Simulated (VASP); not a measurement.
# SrSb2Pt4 (R-3m) in VASP: single point with r2SCAN

Aim: the single point of SrSb2Pt4 with r2SCAN.

Everything below comes from runs of VASP 6.6.1. Logs are shortened: lines on timing, memory, paths and dates and some standing lists are left out, and cuts for length are marked.

**1. The cell of the first run**

Symmetry: R-3m, No. 166, trigonal system. The conventional cell has a = 4.584 Å, b = 4.584 Å, c = 24.201 Å, α = 90.00°, β = 90.00°, γ = 120.00°. Sr (site symmetry -3m) has 6 Sb at 3.33 Å and 8 Pt at 3.43 to 3.60 Å within 4.4 Å. Pt (site symmetry 3m) has 4 Sb at 2.62 to 3.00 Å and 9 Pt at 2.82 to 3.44 Å and 1 Sr at 3.43 Å within 3.5 Å. Pt (site symmetry 3m) has 3 Sb at 2.68 Å and 7 Pt at 2.82 to 3.44 Å and 3 Sr at 3.60 Å within 3.6 Å. Sb (site symmetry 3m) has 7 Pt at 2.62 to 3.00 Å and 3 Sr at 3.33 Å within 3.5 Å.

**2. Single point, r2SCAN**

POSCAR reads:

```
SrSb2Pt4
1.0
    4.5835631559      0.0000002887      0.0000000947
   -2.2917818280      3.9694819886     -0.0000009495
    0.0000000000     -2.6463195886      8.0669676014
Sr Pt Sb
1 4 2
Direct
    0.0000000000      0.0000000000      0.0000000000
    0.1416166654      0.2832333309      0.4248499963
    0.8583833346      0.7167666691      0.5751500037
    0.4341643414      0.8683286828      0.3024930242
    0.5658356586      0.1316713172      0.6975069758
    0.2498823391      0.4997646782      0.7496470173
    0.7501176609      0.5002353218      0.2503529827
```

INCAR.step1 reads:

```
PREC = Accurate
ENCUT = 520
ISMEAR = -1
SIGMA = 0.1
LREAL = False
LASPH = True
NELM = 80
NBANDS = 39
GGA = PE
ALGO = Normal
EDIFF = 1E-4
LWAVE = True
LCHARG = False
```

INCAR.step2 reads:

```
PREC = Accurate
ENCUT = 520
EDIFF = 1E-7
ISMEAR = -1
SIGMA = 0.1
LREAL = False
LASPH = True
NELM = 80
ALGO = Normal
ISIF = 2
LWAVE = False
LCHARG = True
METAGGA = R2SCAN
LMIXTAU = True
LELF = True
LVHAR = True
NBANDS = 39
ISTART = 1
```

KPOINTS reads:

```
Automatic mesh
0
Gamma
  6 6 6
```

Potentials or basis: VASP PAW PBE potentials, release 64 (Sr_sv, Pt, Sb).

Started as:

```bash
> cat potpaw_PBE.64/Sr_sv/POTCAR potpaw_PBE.64/Pt/POTCAR potpaw_PBE.64/Sb/POTCAR > POTCAR
> cp INCAR.step1 INCAR
> mpirun -np 1 vasp_std > vasp.out
> cp INCAR.step2 INCAR
> mpirun -np 1 vasp_std > vasp.out
```

OUTCAR:

```text
PREC = Accurate
   ENCUT = 520
   EDIFF = 1E-7
   ISMEAR = -1
   LREAL = False
   LASPH = True
   NELM = 80
   ISIF = 2
   METAGGA = R2SCAN
   ISTART = 1

 ion  position               nearest neighbor table
   1  0.000  0.000  0.000-   7 3.33   6 3.33   6 3.33   7 3.33   6 3.33   7 3.33   2 3.43   3 3.43
                             4 3.60   5 3.60   5 3.60   4 3.60   5 3.60   4 3.60
   2  0.142  0.283  0.425-   6 2.62   4 2.82   4 2.82   4 2.82   3 2.91   3 2.91   3 2.91   7 3.00
                             7 3.00   7 3.00   1 3.43   5 3.44   5 3.44   5 3.44
   3  0.858  0.717  0.575-   7 2.62   5 2.82   5 2.82   5 2.82   2 2.91   2 2.91   2 2.91   6 3.00
                             6 3.00   6 3.00   1 3.43   4 3.44   4 3.44   4 3.44
   4  0.434  0.868  0.302-   7 2.68   7 2.68   7 2.68   2 2.82   2 2.82   2 2.82   5 3.19   3 3.44
                             3 3.44   3 3.44   1 3.60   1 3.60   1 3.60
   5  0.566  0.132  0.698-   6 2.68   6 2.68   6 2.68   3 2.82   3 2.82   3 2.82   4 3.19   2 3.44
                             2 3.44   2 3.44   1 3.60   1 3.60   1 3.60
   6  0.250  0.500  0.750-   2 2.62   5 2.68   5 2.68   5 2.68   3 3.00   3 3.00   3 3.00   1 3.33
                             1 3.33   1 3.33
   7  0.750  0.500  0.250-   3 2.62   4 2.68   4 2.68   4 2.68   2 3.00   2 3.00   2 3.00   1 3.33
                             1 3.33   1 3.33

  LATTYP: Found a trigonal (rhomboedric) cell.
 ALAT       =     8.4899336656
 COS(alpha) =     0.8542636629

  Lattice vectors:

 A1 = (   0.0000000000,  -2.6463195886,   8.0669676014)
 A2 = (   2.2917813279,   1.3231626887,   8.0669667466)
 A3 = (  -2.2917818280,   1.3231624000,   8.0669666519)

Analysis of symmetry for initial positions (statically):
=====================================================================
 Subroutine PRICEL returns:
 Original cell was already a primitive cell.

 Routine SETGRP: Setting up the symmetry group for a
 trigonal (rhombohedral) supercell.

 Subroutine GETGRP returns: Found 12 space group operations
 (whereof 12 operations were pure point group operations)
 out of a pool of 12 trial point group operations.

The static configuration has the point symmetry D_3d.

Analysis of symmetry for dynamics (positions and initial velocities):
=====================================================================
 Subroutine PRICEL returns:
 Original cell was already a primitive cell.

 Routine SETGRP: Setting up the symmetry group for a
 trigonal (rhombohedral) supercell.

 Subroutine GETGRP returns: Found 12 space group operations
 (whereof 12 operations were pure point group operations)
 out of a pool of 12 trial point group operations.

The dynamic configuration has the point symmetry D_3d.

 Subroutine INISYM returns: Found 12 space group operations
 (whereof 12 operations are pure point group operations),
 and found     1 'primitive' translations

----------------------------------------------------------------------------------------

                                     Primitive cell

  volume of cell :     146.7734

  direct lattice vectors                    reciprocal lattice vectors
     4.583563156  0.000000289  0.000000095     0.218170870  0.125961039  0.041320752
    -2.291781828  3.969481989 -0.000000949    -0.000000018  0.251922050  0.082641494
     0.000000000 -2.646319589  8.066967601    -0.000000003  0.000000028  0.123962327

  length of vectors
     4.583563156  4.583563156  8.489933666     0.255288300  0.265130790  0.123962327

  position of ions in fractional coordinates (direct lattice)
     0.000000000  0.000000000  0.000000000
     0.141616665  0.283233331  0.424849996
     0.858383335  0.716766669  0.575150004
     0.434164341  0.868328683  0.302493024
     0.565835659  0.131671317  0.697506976
     0.249882339  0.499764678  0.749647017
     0.750117661  0.500235322  0.250352983

  ion indices of the primitive-cell ions
   primitive index   ion index
                 1           1
                 2           2
                 3           3
                 4           4
                 5           5
                 6           6
                 7           7

----------------------------------------------------------------------------------------

 KPOINTS: Automatic mesh

Automatic generation of k-mesh.
 Grid dimensions read from file:
 generate k-points for:    6    6    6

 Generating k-lattice:

  Cartesian coordinates                     Fractional coordinates (reciprocal lattice)
     0.036361812  0.020993506  0.006886792     0.166666667 -0.000000000  0.000000000
    -0.000000003  0.041987008  0.013773582     0.000000000  0.166666667  0.000000000
    -0.000000000  0.000000005  0.020660388    -0.000000000 -0.000000000  0.166666667

  Length of vectors
     0.042548050  0.044188465  0.020660388

  Shift w.r.t. Gamma in fractional coordinates (k-lattice)
     0.000000000  0.000000000  0.000000000

 Subroutine IBZKPT returns following result:
 ===========================================

 Found     32 irreducible k-points:

 Following reciprocal coordinates:
            Coordinates               Weight
  0.000000  0.000000  0.000000      1.000000
  0.166667 -0.000000  0.000000      6.000000
  0.333333 -0.000000  0.000000      6.000000
  0.500000 -0.000000  0.000000      3.000000
  0.000000  0.166667 -0.000000      6.000000
  0.166667  0.166667  0.000000     12.000000
[... 16 lines left out ...]
  0.000000  0.333333  0.166667      6.000000
  0.166667  0.333333  0.166667     12.000000
 [... further k-points ...]
   k-points           NKPTS =     32   k-points in BZ     NKDIM =     32   number of bands    NBANDS=     39
   number of dos      NEDOS =    301   number of ions     NIONS =      7
   total plane-waves  NPLWV =  82944
   dimension x,y,z NGX =    36 NGY =   36 NGZ =   64
   dimension x,y,z NGXF=    72 NGYF=   72 NGZF=  128
   ions per type =               1   4   2
   NGX,Y,Z   is equivalent  to a cutoff of  13.06, 13.06, 12.53 a.u.
   NGXF,Y,Z  is equivalent  to a cutoff of  26.11, 26.11, 25.06 a.u.
 SYSTEM =  unknown system
   PREC   = accura    normal or accurate (medium, high low for compatibility)
   ISTART =      1    job   : 0-new  1-cont  2-samecut
   ICHARG =      0    charge: 1-file 2-atom 10-const
   ISPIN  =      1    spin polarized calculation?
   LNONCOLLINEAR =      F non collinear calculations
   LSORBIT =      F    spin-orbit coupling
   LASPH  =      T    aspherical Exc in radial PAW
   ENCUT  =  520.0 eV  38.22 Ry    6.18 a.u.   8.52  8.52 15.79*2*pi/ulx,y,z
   NELM   =     80;   NELMIN=  2; NELMDL=  0     # of ELM steps
   EDIFF  = 0.1E-06   stopping-criterion for ELM
   LREAL  =      F    real-space projection
   EDIFFG = 0.1E-05   stopping-criterion for IOM
   NSW    =      0    number of steps for IOM
   IBRION =     -1    ionic relax: 0-MD 1-quasi-New 2-CG
   NFREE  =      0    steps in history (QN), initial steepest desc. (CG)
   ISIF   =      2    stress and relaxation
   ISYM   =      2    0-nonsym 1-usesym 2-fastsym
   POTIM  = 0.5000    time-step for ionic-motion
   TEBEG  =    0.0;   TEEND  =   0.0 temperature during run
   PSTRESS=    0.0 pullay stress
   NELECT =      60.0000    total number of electrons
   NUPDOWN=      -1.0000    fix difference up-down
   EMIN   =  10.00;   EMAX   =-10.00  energy-range for DOS
   EFERMI =   0.00;   METHOD = LEGACY
   ISMEAR =    -1;   SIGMA  =   0.10  broadening in eV -4-tet -1-fermi 0-gaus
   EFERMI_NEDOS =   21; number of points for ismear=-14 and -15
   IALGO  =     38    algorithm
   IMIX   =      4    mixing-type and parameters
     AMIX     =   0.40;   BMIX     =  1.00
     AMIX_MAG =   1.60;   BMIX_MAG =  1.00
  volume/ion in A,a.u.               =      20.97       141.50
  Fermi-wavevector in a.u.,A,eV,Ry     =   1.215000  2.296016 20.085247  1.476224
  Thomas-Fermi vector in A             =   2.350401
   LORBIT       =      0    0 simple, 1 ext, 2 COOP (PROOUT), +10 PAW based schemes
   METAGGA = R2SCAN    functional components
   LHFCALC =     F    Hartree Fock is set to
   AEXX    =    0.0000 exact exchange contribution
   IVDW    =     0    specifies the selected vdW correction
   LEPSILON=     F    determine dielectric tensor
   LRPA    =     F    only Hartree local field effects (RPA)
 non-spin polarized calculation
  energy-cutoff  :      520.00
  volume of cell :      146.77
 maximum number of plane-waves:      3996
 NGX is ok and might be reduce to    36
   NGX = 17   NGY = 17   NGZ = 31

 number of electron      59.9999999 magnetization

 Free energy of the ion-electron system (eV)
  ---------------------------------------------------
  ext. energy  EPLUGINS =         0.00000000
  ---------------------------------------------------
  free energy    TOTEN  =      -276.50770253 eV

  energy without entropy =     -276.38474220  energy(sigma->0) =     -276.44622237

 E-fermi :   8.2173     XC(G=0): -12.0019

 val. band max:        8.2099550256   @ k =   0.1667   0.1667   0.3333
 cond. band min:       8.2564859905   @ k =   0.3333   0.3333   0.1667
 fundamental gap:      0.0465309649
 Fermi energy:         8.2172996164

 k-point     1 :       0.0000    0.0000    0.0000
  band No.  band energies     occupation
      1     -28.6871      2.00000
      2     -10.1838      2.00000
      3     -10.0915      2.00000
      4     -10.0915      2.00000
      5      -4.0111      2.00000
      6      -2.9416      2.00000
[... 31 lines left out ...]
     38      12.6303      0.00000
     39      13.2212      0.00000

 k-point     2 :       0.1667   -0.0000    0.0000
  band No.  band energies     occupation
      1     -28.6860      2.00000
      2     -10.1735      2.00000
      3     -10.1205      2.00000
      4     -10.0972      2.00000
      5      -3.7452      2.00000
      6      -2.8243      2.00000
[... 913 lines left out ...]
     38      13.1806      0.00000
     39      13.8175      0.00000

 k-point    24 :       0.1667    0.3333    0.1667
  band No.  band energies     occupation
      1     -28.6827      2.00000
      2     -10.1897      2.00000
      3     -10.1437      2.00000
      4     -10.1292      2.00000
      5      -2.6895      2.00000
      6      -2.4602      2.00000
[... 31 lines left out ...]
     38      13.5158      0.00000
     39      13.7471      0.00000

 [... further k-points ...]

------------------------ aborting loop because EDIFF is reached ----------------------------------------

  FORCE on cell =-STRESS in cart. coord.  units (eV):
  Direction    XX          YY          ZZ          XY          YZ          ZX
  --------------------------------------------------------------------------------------
  -------------------------------------------------------------------------------------
  Total       -2.9574645     -2.9574645      1.9860699      0.0000000      0.0000011     -0.0000001
  in kB      -32.2836600    -32.2836600     21.6799241      0.0000000      0.0000123     -0.0000011
  external PRESSURE =     -14.2957986 kB  Pullay stress =       0.0000000 kB

 VOLUME and BASIS-vectors are now :
 -----------------------------------------------------------------------------
  energy-cutoff  :      520.00
  volume of cell :      146.77
      direct lattice vectors                 reciprocal lattice vectors
     4.583563156  0.000000289  0.000000095     0.218170870  0.125961039  0.041320752
    -2.291781828  3.969481989 -0.000000949    -0.000000018  0.251922050  0.082641494
     0.000000000 -2.646319589  8.066967601    -0.000000003  0.000000028  0.123962327

 POSITION                                       TOTAL-FORCE (eV/Angst)
 -----------------------------------------------------------------------------------
      0.00000      0.00000      0.00000         0.000000      0.000000      0.000000
     -0.00000      0.00000      3.42725        -0.000000      0.000000      0.006057
      2.29178      1.32316      4.63972         0.000000     -0.000000     -0.006057
     -0.00000      2.64632      2.44020         0.000000     -0.000000     -0.017066
      2.29178     -1.32316      5.62677        -0.000000      0.000000      0.017066
     -0.00000      0.00000      6.04738         0.000000     -0.000000     -0.004722
      2.29178      1.32316      2.01959        -0.000000      0.000000      0.004722
 -----------------------------------------------------------------------------------
    total drift:                                0.000000      0.000000      0.000000

  FREE ENERGIE OF THE ION-ELECTRON SYSTEM (eV)
  ---------------------------------------------------
  free  energy   TOTEN  =      -276.5077025336 eV

  energy  without entropy=     -276.3847422044  energy(sigma->0) =     -276.44622237
```

It took 20 min on 1 thread of Intel Xeon 8259CL, shared host; peak memory 0.42 GiB.

Results:

```
Free energy            : -276.5077 eV
Pressure               : -1.4 GPa
Largest force          : 0.017 eV/Å
Band gap on the k mesh : zero (bands 30 and 31 overlap by 1.79 eV)
```

Forces in eV/Å, atoms in the order of the input:
```
Sr   0.000  0.000  0.000
Pt   0.000  0.000  0.006
Pt   0.000  0.000 -0.006
Pt   0.000  0.000 -0.017
Pt   0.000  0.000  0.017
Sb   0.000  0.000 -0.005
Sb   0.000  0.000  0.005
```

Stress tensor (GPa, compression positive):
```
-3.23  0.00  0.00
 0.00 -3.23  0.00
 0.00  0.00  2.17
```

Caveat: the PAW data sets were made with another functional, which shifts forces and pressure a little; spin-orbit coupling is left out, which moves the levels of the heavy elements.
